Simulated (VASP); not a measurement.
# LuH2 (Fm-3m) in VASP: vibrations by perturbation theory with PBEsol

Aim: the vibrations by perturbation theory of LuH2 with PBEsol.

Program: VASP 6.6.1. These are calculated values, not measurements. Logs are shortened: lines on timing, memory, paths and dates and some standing lists are left out, and cuts for length are marked.

## Step 1: The cell of the first run

Symmetry: Fm-3m, No. 225, cubic system. The conventional cell has a = 4.959 Å, b = 4.959 Å, c = 4.959 Å, α = 90.00°, β = 90.00°, γ = 90.00°. Lu (site symmetry m-3m) has 8 H at 2.15 Å within 2.8 Å. Within 2.8 Å of H (site symmetry -43m) lie 4 Lu at 2.15 Å and 6 H at 2.48 Å.

## Step 2: Vibrations by perturbation theory, PBEsol

Input file INCAR:

```
PREC = Accurate
ENCUT = 600
EDIFF = 1E-8
ISMEAR = 0
SIGMA = 0.15
LREAL = F
LASPH = T
NELM = 120
ALGO = Normal
ISIF = 2
LWAVE = F
LCHARG = F
GGA = PS
NBANDS = 20
IBRION = 8
NSW = 1
GGA_COMPAT = F
```

Input file KPOINTS:

```
regular mesh
0
Gamma
  12 12 12
```

Input file POSCAR:

```
LuH2
1.0
    0.0000000000      2.4793714577      2.4793714577
    2.4793714577      0.0000000000      2.4793714577
    2.4793714577      2.4793714577      0.0000000000
Lu H
1 2
Direct
    0.0000000000      0.0000000000      0.0000000000
    0.2500000000      0.2500000000      0.2500000000
    0.7500000000      0.7500000000      0.7500000000
```

Potentials or basis: VASP PAW PBE potentials, release 64 (Lu, H).

The run is started by

```console
cat potpaw_PBE.64/Lu/POTCAR potpaw_PBE.64/H/POTCAR > POTCAR
mpirun -np 1 vasp_std > vasp.out
```

OUTCAR:

```text
PREC = Accurate
   ENCUT = 600
   EDIFF = 1E-8
   ISMEAR = 0
   LREAL = F
   LASPH = T
   NELM = 120
   ISIF = 2
   GGA = PS
   IBRION = 8
   NSW = 1

 ion  position               nearest neighbor table
   1  0.000  0.000  0.000-   3 2.15   3 2.15   3 2.15   2 2.15   3 2.15   2 2.15   2 2.15   2 2.15

   2  0.250  0.250  0.250-   1 2.15   1 2.15   1 2.15   1 2.15
   3  0.750  0.750  0.750-   1 2.15   1 2.15   1 2.15   1 2.15

  LATTYP: Found a face centered cubic cell.
 ALAT       =     4.9587429154

  Lattice vectors:

 A1 = (   0.0000000000,   2.4793714577,   2.4793714577)
 A2 = (   2.4793714577,   0.0000000000,   2.4793714577)
 A3 = (   2.4793714577,   2.4793714577,   0.0000000000)

Analysis of symmetry for initial positions (statically):
=====================================================================
 Subroutine PRICEL returns:
 Original cell was already a primitive cell.

 Routine SETGRP: Setting up the symmetry group for a
 face centered cubic supercell.

 Subroutine GETGRP returns: Found 48 space group operations
 (whereof 48 operations were pure point group operations)
 out of a pool of 48 trial point group operations.

The static configuration has the point symmetry O_h .

Analysis of symmetry for dynamics (positions and initial velocities):
=====================================================================
 Subroutine PRICEL returns:
 Original cell was already a primitive cell.

 Routine SETGRP: Setting up the symmetry group for a
 face centered cubic supercell.

 Subroutine GETGRP returns: Found 48 space group operations
 (whereof 48 operations were pure point group operations)
 out of a pool of 48 trial point group operations.

The dynamic configuration has the point symmetry O_h .

 Subroutine INISYM returns: Found 48 space group operations
 (whereof 48 operations are pure point group operations),
 and found     1 'primitive' translations

[... 726 lines left out ...]
 POSITION                                       TOTAL-FORCE (eV/Angst)
 -----------------------------------------------------------------------------------
      0.00000      0.00000      0.00000        -0.000000     -0.000000      0.000000
      1.23969      1.23969      1.23969        -0.000000     -0.000000     -0.000000
      3.71906      3.71906      3.71906         0.000000      0.000000      0.000000
 -----------------------------------------------------------------------------------
    total drift:                               -0.000000     -0.000000     -0.000000

  FREE ENERGIE OF THE ION-ELECTRON SYSTEM (eV)
  ---------------------------------------------------
  free  energy   TOTEN  =       -13.7066598787 eV

  energy  without entropy=      -13.7022190489  energy(sigma->0) =      -13.70443946

[... ionic steps 2 to 3 ...]

--------------------------------------- Ionic step        4  -------------------------------------------

------------------------ aborting loop because EDIFF is reached ----------------------------------------

[... ionic steps 5 to 6 ...]

--------------------------------------- Ionic step        7  -------------------------------------------

 Free energy of the ion-electron system (eV)
  ---------------------------------------------------
  ---------------------------------------------------
  free energy    TOTEN  =        -0.01752897 eV

  energy without entropy =       -0.01752897

------------------------ aborting loop because EDIFF is reached ----------------------------------------

 INTERNAL STRAIN TENSOR  FOR ION    2  DIRECTION 1   (eV/Angst):
 -----------------------------------------------------------------------------
     0.00049  0.00000  0.00000
     0.00000  0.00121 -3.95058
     0.00000 -3.95058  0.00121

 INTERNAL STRAIN TENSOR FOR ION    3 for displacements in x,y,z  (eV/Angst):
          X           Y           Z          XY          YZ          ZX
  --------------------------------------------------------------------------------
  x     0.00000    -0.00000    -0.00000     0.00000     3.95058     0.00000
  y    -0.00000    -0.00000    -0.00000     0.00000     0.00000     3.95058
  z    -0.00000    -0.00000    -0.00000     3.95058     0.00000     0.00000

 SECOND DERIVATIVES (NOT SYMMETRIZED)
 ------------------------------------
               1X          1Y          1Z          2X          2Y          2Z          3X          3Y          3Z
  1X    -7.324166    0.000000    0.000000    3.662083    0.000000    0.000000    3.662083    0.000000    0.000000
  1Y     0.000000   -7.324166    0.000000    0.000000    3.662083    0.000000    0.000000    3.662083    0.000000
  1Z     0.000000    0.000000   -7.324166    0.000000    0.000000    3.662083    0.000000    0.000000    3.662083
  2X     3.665102    0.000000    0.000000   -4.569835    0.000000    0.000000    0.904733    0.000000    0.000000
  2Y     0.000000    3.665102    0.000000    0.000000   -4.569835    0.000000    0.000000    0.904733    0.000000
  2Z     0.000000    0.000000    3.665102    0.000000    0.000000   -4.569835    0.000000    0.000000    0.904733
  3X     3.665102    0.000000    0.000000    0.904733    0.000000    0.000000   -4.569835    0.000000    0.000000
  3Y     0.000000    3.665102    0.000000    0.000000    0.904733    0.000000    0.000000   -4.569835    0.000000
  3Z     0.000000    0.000000    3.665102    0.000000    0.000000    0.904733    0.000000    0.000000   -4.569835

 Eigenvectors and eigenvalues of the dynamical matrix
 ----------------------------------------------------

   1 f  =   36.578479 THz   229.829361 2PiTHz 1220.126720 cm-1   151.276365 meV
             X         Y         Z           dx          dy          dz
      0.000000  0.000000  0.000000    -0.000000    0.000000   -0.000000
      1.239686  1.239686  1.239686     0.604170    0.367395    0.000000
      3.719057  3.719057  3.719057    -0.604170   -0.367395   -0.000000
[... 43 lines left out ...]
   9 f/i=    0.001310 THz     0.008233 2PiTHz    0.043708 cm-1     0.005419 meV
             X         Y         Z           dx          dy          dz
      0.000000  0.000000  0.000000     0.065049   -0.031573    0.991705
      1.239686  1.239686  1.239686     0.004916   -0.002386    0.074942
      3.719057  3.719057  3.719057     0.004916   -0.002386    0.074942

--------------------------------------------------------------------------------------------------------

 ELASTIC MODULI CONTR FROM IONIC RELAXATION (kBar)
 Direction    XX          YY          ZZ          XY          YZ          ZX
 --------------------------------------------------------------------------------
 XX          -0.0000     -0.0000     -0.0000      0.0000     -0.0000      0.0000
 YY          -0.0000     -0.0000     -0.0000      0.0000      0.0000      0.0000
 ZZ          -0.0000     -0.0000     -0.0000      0.0000      0.0000      0.0000
 XY           0.0000      0.0000      0.0000   -299.6802      0.0000      0.0000
 YZ          -0.0000      0.0000      0.0000      0.0000   -299.6802      0.0000
 ZX           0.0000      0.0000      0.0000      0.0000      0.0000   -299.6802
 --------------------------------------------------------------------------------
```

stdout:

```text
POSCAR found type information on POSCAR LuH
 POSCAR found :  2 types and       3 ions
 scaLAPACK will be used
 -----------------------------------------------------------------------------
|                                                                             |
|                                                                             |
|     You enforced a specific xc type in the INCAR file but a different       |
|     I HOPE YOU KNOW WHAT YOU ARE DOING!                                     |
|                                                                             |
 -----------------------------------------------------------------------------

 LDA part: xc-table for (Slater+PW92), standard interpolation
 POSCAR, INCAR and KPOINTS ok, starting setup
 FFT: planning ... GRIDC
 FFT: planning ... GRID_SOFT
 FFT: planning ... GRID
 WAVECAR not read
 entering main loop
 Linear response reoptimize wavefunctions to high precision
 Linear response DOF=           2
 Linear response progress:
 first order change of Fermi-energy  -0.11112E-04
 force on displaced ion       1 direction 1 :  -7.324   0.000   0.000
 Linear response progress:
 first order change of Fermi-energy  -0.13788E-04
 force on displaced ion       2 direction 1 :  -4.570  -0.000  -0.000
 Linear response finished
```

Run time: 5.5 min. Hardware: 1 thread of Intel Xeon 6975P-C (Granite Rapids), shared host; peak memory 0.55 GiB.

Results:

```
Highest phonon frequency at Γ : 1220 cm⁻¹
```

Phonon frequencies in cm⁻¹ (negative: imaginary):
| q point | frequencies |
| --- | --- |
| (0.000, 0.000, 0.000) | 0 0 0 1004 1004 1004 1220 1220 1220 |

Caveat: spin-orbit coupling is left out, which moves the levels of the heavy elements.
